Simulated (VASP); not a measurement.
# W8C9F2 in VASP: notebook, part 2 of 2

VASP 6.6.1. Earlier steps stand in the parts before.

### Step 3. Single point, PBEsol

The input, INCAR:

```
PREC = Accurate
ENCUT = 520
EDIFF = 1E-7
ISMEAR = -1
SIGMA = 0.1
LREAL = Auto
LASPH = T
NELM = 80
ALGO = Normal
ISIF = 2
LWAVE = F
LCHARG = F
GGA = PS
NBANDS = 96
```

The input, KPOINTS:

```
regular mesh
0
Gamma
  3 3 1
```

The input, POSCAR:

```
W8C9F2
1.0
    5.8102400000      0.0000000000      0.0000000000
    0.0000000000      5.6737800000      0.0000000000
    0.0000000000      0.0000000000     19.1931800000
W C F
8 9 2
Direct
    0.0000000000      0.0000000000      0.0521018403
    0.2618824696      0.0099757128      0.1709148771
    0.0000000000      0.5000017625      0.0521018403
    0.2384755191      0.5177500714      0.1712743798
    0.4999965578      0.0000000000      0.0521018403
    0.7495731674     -0.0107159601      0.1865506393
    0.4999965578      0.5000017625      0.0521018403
    0.7122769455      0.4857608155      0.1802619472
   -0.1042297736      0.2513491887      0.1285039790
    0.2788352977      0.2280842754      0.2479370276
    0.0152661508      0.7909541787      0.1231479098
    0.5133178664      0.7644815273      0.2022958155
    0.4482775238      0.2603555302      0.1359701727
    0.7710352757      0.2946360275      0.2769525425
    0.5926777551      0.7573963037      0.1116750846
    0.9987022911      0.7650631501      0.2047654427
    0.8178835986      0.0336107498      0.2907855811
    1.3338003249      0.3210029293      0.3217601252
    0.8370566448     -0.1192503058      0.3412931052
```

Potentials or basis: VASP PAW PBE potentials, release 64 (W_sv, C, F).

Launch:

```sh
$ cat potpaw_PBE.64/W_sv/POTCAR potpaw_PBE.64/C/POTCAR potpaw_PBE.64/F/POTCAR > POTCAR
$ mpirun -np 1 vasp_std > vasp.out
```

OUTCAR:

```text
PREC = Accurate
   ENCUT = 520
   EDIFF = 1E-7
   ISMEAR = -1
   LREAL = Auto
   LASPH = T
   NELM = 80
   ISIF = 2
   GGA = PS

 ion  position               nearest neighbor table
   1  0.000  0.000  0.052-  11 1.81   9 2.13   2 2.74   3 2.84   3 2.84   5 2.91   5 2.91   6 2.96

   2  0.262  0.010  0.171-  13 1.91  10 1.93  12 2.11  11 2.11  16 2.17  15 2.65   9 2.66   5 2.67
                             1 2.74   4 2.80   6 2.85   4 2.88   6 2.99
   3  0.000  0.500  0.052-   9 2.12  11 2.14   4 2.68   1 2.84   1 2.84   7 2.91   7 2.91   8 2.98

   4  0.238  0.518  0.171-  13 2.02  16 2.08  12 2.21  10 2.22  11 2.22   9 2.63   3 2.68  15 2.72
                             7 2.75   8 2.76   2 2.80   2 2.88   8 3.07
   5  0.500  0.000  0.052-  15 1.87  13 2.21   2 2.67   7 2.84   7 2.84   1 2.91   1 2.91   6 2.96

   6  0.750  0.989  0.187-  12 1.90  16 1.96   9 2.04  17 2.06  15 2.15  11 2.27  14 2.46  13 2.52
                             8 2.83   2 2.85   8 2.87   5 2.96   1 2.96   2 2.99
   7  0.500  0.500  0.052-  15 1.93  13 2.13   4 2.75   8 2.75   5 2.84   5 2.84   3 2.91   3 2.91

   8  0.712  0.486  0.180-   9 1.97  12 2.00  15 2.14  13 2.17  14 2.18  16 2.35  11 2.70   7 2.75
                             4 2.76   6 2.83   6 2.87   3 2.98   4 3.07
   9  0.896  0.251  0.129-   8 1.97   6 2.04   3 2.12   1 2.13   4 2.63   2 2.66
  10  0.279  0.228  0.248-  18 1.55   2 1.93   4 2.22
  11  0.015  0.791  0.123-  16 1.58   1 1.81   2 2.11   3 2.14   4 2.22   6 2.27   8 2.70
  12  0.513  0.764  0.202-  15 1.80   6 1.90   8 2.00   2 2.11   4 2.21
  13  0.448  0.260  0.136-   2 1.91   4 2.02   7 2.13   8 2.17   5 2.21   6 2.52
  14  0.771  0.295  0.277-  17 1.53   8 2.18   6 2.46
  15  0.593  0.757  0.112-  12 1.80   5 1.87   7 1.93   8 2.14   6 2.15   2 2.65   4 2.72
  16  0.999  0.765  0.205-  11 1.58   6 1.96   4 2.08   2 2.17   8 2.35
  17  0.818  0.034  0.291-  19 1.31  14 1.53   6 2.06
  18  0.334  0.321  0.322-  10 1.55
  19  0.837  0.881  0.341-  17 1.31

  LATTYP: Found a simple orthorhombic cell.
 ALAT       =     5.6737800000
 B/A-ratio  =     1.0240509854
 C/A-ratio  =     3.3827853741

  Lattice vectors:

 A1 = (   0.0000000000,  -5.6737800000,   0.0000000000)
 A2 = (   5.8102400000,   0.0000000000,   0.0000000000)
 A3 = (   0.0000000000,   0.0000000000,  19.1931800000)

[... 168 lines left out ...]
   IVDW    =     0    specifies the selected vdW correction
   LEPSILON=     F    determine dielectric tensor
   LRPA    =     F    only Hartree local field effects (RPA)
 non-spin polarized calculation
  energy-cutoff  :      520.00
  volume of cell :      632.72
 maximum number of plane-waves:     17084
 NGX is ok and might be reduce to    48
   NGX = 21   NGY = 21   NGZ = 71

 number of electron     161.9999984 magnetization

 Free energy of the ion-electron system (eV)
  ---------------------------------------------------
  ext. energy  EPLUGINS =         0.00000000
  ---------------------------------------------------
  free energy    TOTEN  =      -178.67672964 eV

  energy without entropy =     -178.37244342  energy(sigma->0) =     -178.52458653

 E-fermi :  -0.4488     XC(G=0):  -5.1721

 val. band max:       -0.4542022611   @ k =   0.0000   0.0000   0.0000
 cond. band min:      -0.4452288717   @ k =   0.3333   0.0000   0.0000
 fundamental gap:      0.0089733894
 Fermi energy:        -0.4488412890

 k-point     1 :       0.0000    0.0000    0.0000
  band No.  band energies     occupation
      1     -75.0267      2.00000
      2     -74.8141      2.00000
      3     -74.7256      2.00000
      4     -74.6278      2.00000
      5     -74.5987      2.00000
      6     -74.5754      2.00000
[... 469 lines left out ...]
     92       1.3735      0.00000
     93       1.6271      0.00000
 [bands above 93 left out]

------------------------ aborting loop because EDIFF is reached ----------------------------------------

  FORCE on cell =-STRESS in cart. coord.  units (eV):
  Direction    XX          YY          ZZ          XY          YZ          ZX
  --------------------------------------------------------------------------------------
  -------------------------------------------------------------------------------------
  Total       12.6756705     15.8252068     14.9135191      1.7248159     -3.0047046     -5.7207889
  in kB       32.0972647     40.0725036     37.7639328      4.3675695     -7.6084968    -14.4861509
  external PRESSURE =      36.6445670 kB  Pullay stress =       0.0000000 kB

 VOLUME and BASIS-vectors are now :
 -----------------------------------------------------------------------------
  energy-cutoff  :      520.00
  volume of cell :      632.72
      direct lattice vectors                 reciprocal lattice vectors
     5.810240000  0.000000000  0.000000000     0.172109930  0.000000000  0.000000000
     0.000000000  5.673780000  0.000000000     0.000000000  0.176249343  0.000000000
     0.000000000  0.000000000 19.193180000     0.000000000  0.000000000  0.052101840

 POSITION                                       TOTAL-FORCE (eV/Angst)
 -----------------------------------------------------------------------------------
      0.00000      0.00000      1.00000        -0.024054      3.511104     -3.801488
      1.52160      0.05660      3.28040        -1.577641     -3.704927      2.903894
      0.00000      2.83690      1.00000        -0.715383     -0.495477      0.024333
      1.38560      2.93760      3.28730        -0.694567      0.066208      3.009606
      2.90510      0.00000      1.00000        -0.811013      2.627991     -2.635658
      4.35520      5.61298      3.58050         2.522880      2.722825      1.288817
[... 11 lines left out ...]
      1.93946      1.82130      6.17560        -1.298031     -1.948999     -3.372192
      4.86350      4.99718      6.55050         0.318119      0.626319      0.427692
 -----------------------------------------------------------------------------------
    total drift:                                0.005916      0.019269     -0.030133

  FREE ENERGIE OF THE ION-ELECTRON SYSTEM (eV)
  ---------------------------------------------------
  free  energy   TOTEN  =      -178.6767296418 eV

  energy  without entropy=     -178.3724434242  energy(sigma->0) =     -178.52458653
```

OSZICAR:

```text
N       E                     dE             d eps       ncg     rms          rms(c)
DAV:   1     0.181392873563E+04    0.18139E+04   -0.93265E+04  1152   0.154E+03
DAV:   2    -0.685443176921E+02   -0.18825E+04   -0.18457E+04  1120   0.447E+02
DAV:   3    -0.195819030051E+03   -0.12727E+03   -0.12292E+03  1136   0.114E+02
[... 27 lines left out ...]
DAV:  31    -0.178676727526E+03   -0.24257E-05   -0.60046E-08   696   0.879E-04    0.233E-04
DAV:  32    -0.178676728906E+03   -0.13799E-05   -0.36282E-08   664   0.571E-04    0.207E-04
DAV:  33    -0.178676729381E+03   -0.47513E-06   -0.11930E-08   616   0.409E-04    0.110E-04
DAV:  34    -0.178676729559E+03   -0.17818E-06   -0.60323E-09   600   0.245E-04    0.758E-05
DAV:  35    -0.178676729642E+03   -0.82309E-07   -0.24082E-09   616   0.154E-04
   1 F= -.17867673E+03 E0= -.17852459E+03  d E =-.304286E+00
```

It took 12 min on 1 thread of Intel Xeon Platinum 8259CL at 2.50GHz (Skylake/Cascade Lake), shared host; peak memory 0.7 GiB.

Results:

```
Free energy            : -178.6767 eV
Largest force          : 5.983 eV/Å
Band gap on the k mesh : zero (bands 81 and 82 overlap by 0.01 eV)
```

Forces on the atoms (eV/Å):
```
W   -0.024  3.511 -3.801
W   -1.578 -3.705  2.904
W   -0.715 -0.495  0.024
W   -0.695  0.066  3.010
W   -0.811  2.628 -2.636
W    2.523  2.723  1.289
W   -1.296 -1.790 -2.286
W    2.570 -0.509  2.804
C    4.127  0.443 -3.231
C    0.442  4.382  3.973
C   -0.149 -4.119  2.977
C   -5.750 -1.322  0.989
C    3.929  1.873 -3.450
C    0.806 -5.460 -0.719
C   -0.615 -0.678  2.014
C    0.168 -1.513  0.035
C   -1.952  5.287 -0.952
F   -1.298 -1.949 -3.372
F    0.318  0.626  0.428
```

Levels at points of the mesh, in eV from the Fermi level:
```csv
k point,band 78,band 79,band 80,band 81,band 82,band 83,band 84,band 85
"(0.00, 0.00, 0.00)",-0.49,-0.38,-0.33,-0.01,0.19,0.61,0.71,0.90
```

Caveat: the k points lie up to 0.37 Å⁻¹ apart; there is no dipole correction, which matters where the two faces differ; the PAW data sets were made with another functional, which shifts forces and pressure a little; spin-orbit coupling is left out, which moves the levels of the heavy elements.

### Step 4. Single point, PBEsol

The input, INCAR:

```
PREC = Accurate
ENCUT = 520
EDIFF = 1E-6
ISMEAR = -1
SIGMA = 0.1
LREAL = Auto
LASPH = True
NELM = 60
ALGO = Normal
ISIF = 2
LWAVE = False
LCHARG = False
GGA = PS
NBANDS = 96
```

KPOINTS is that of step 3.

The input, POSCAR:

```
W8C9F2
1.0
    5.8102400000      0.0000000000      0.0000000000
    0.0000000000      5.6737800000      0.0000000000
    0.0000000000      0.0000000000     19.1931800000
W C F
8 9 2
Direct
    0.0000000000      0.0000000000      0.0521018403
    0.2717271576      0.0169023120      0.2007327603
    0.0000000000      0.5000017625      0.0521018403
    0.3036363386      0.4674308838      0.2024312803
    0.4999965578      0.0000000000      0.0521018403
    0.7585056727      0.0077725960      0.1875874660
    0.4999965578      0.5000017625      0.0521018403
    0.8023764939      0.5109115969      0.1797044575
    0.0240781792      0.2344468767      0.1211680399
    0.5088257972      0.2598796569      0.2737274386
    0.0378641846      0.7678478898      0.1590929695
    0.4415308146      0.7636355305      0.1600724841
    0.6020749573      0.2412501013      0.1113728939
    0.7700714600      0.3220251755      0.2677878288
    0.7652007490      0.7267817927      0.0532428706
    1.0392686016      0.6628561559      0.2333954040
    0.9806135375      0.1609332755      0.2881023364
    1.4661012282      0.2079213505      0.3577677071
    0.9426805089      0.0865208027      0.3604613722
```

Launch:

```sh
$ cat potpaw_PBE.64/W_sv/POTCAR potpaw_PBE.64/C/POTCAR potpaw_PBE.64/F/POTCAR > POTCAR
$ mpirun -np 1 vasp_std > vasp.out
```

Run time: 9.3 min. Hardware: 1 thread of Intel Xeon Platinum 8559C (Emerald Rapids), shared host; peak memory 0.68 GiB.

It converged, with:

```yaml
Free_energy: -179.3756 eV
Largest_force: 5.777 eV/Å
Band_gap_on_the_k_mesh: zero (bands 81 and 82 overlap by 0.44 eV)
```

Forces in eV/Å, atoms in the order of the input:
```
W    0.957 -1.284  0.205
W   -2.961  1.671  0.706
W    3.928 -1.801  0.047
W   -0.259 -0.259 -1.095
W   -0.727 -2.615  0.003
W    0.557  1.619 -0.548
W   -1.614  0.239  1.093
W   -4.857 -1.566 -2.213
C    1.012  1.429  5.285
C    2.673  0.030  2.385
C   -0.580  1.072 -1.524
C    5.197 -1.559 -1.983
C   -0.149  1.039  3.891
C    0.245 -4.802  0.077
C   -2.918  2.713 -2.381
C    1.513  2.449  1.319
C   -3.028  0.830  1.533
F   -0.035  0.546 -3.526
F    1.045  0.249 -3.275
```

Levels at points of the mesh, in eV from the Fermi level:
| k point | band 79 | band 80 | band 81 | band 82 | band 83 | band 84 |
| --- | --- | --- | --- | --- | --- | --- |
| (0.00, 0.00, 0.00) | -0.47 | 0.02 | 0.34 | 0.45 | 0.60 | 0.90 |

Caveat: the k points lie up to 0.37 Å⁻¹ apart; there is no dipole correction, which matters where the two faces differ; the PAW data sets were made with another functional, which shifts forces and pressure a little; spin-orbit coupling is left out, which moves the levels of the heavy elements.

### Step 5. Summary

```csv
cell,gap on the mesh (eV),largest force (eV/Å)
"as given, atomic positions A",none,3.43
"as given, atomic positions B",none,5.98
"as given, atomic positions C",none,5.78
```

Alike in all rows: task single point; level PBEsol; potentials or basis VASP PAW PBE potentials, release 64 (W_sv, C, F); no spin polarisation; k mesh 3 × 3 × 1; cutoff (eV) 520; smearing fermi-dirac 0.1 eV.

Caveats: all runs use coarse meshes; there is no dipole correction, which matters where the two faces differ; the PAW data sets were made with another functional, which shifts forces and pressure a little; spin-orbit coupling is left out, which moves the levels of the heavy elements.

Total energies depend on the potentials used, so only differences within one code and one set of settings carry meaning.

The gap in the log of VASP goes by the Fermi energy; the results here count the filled bands.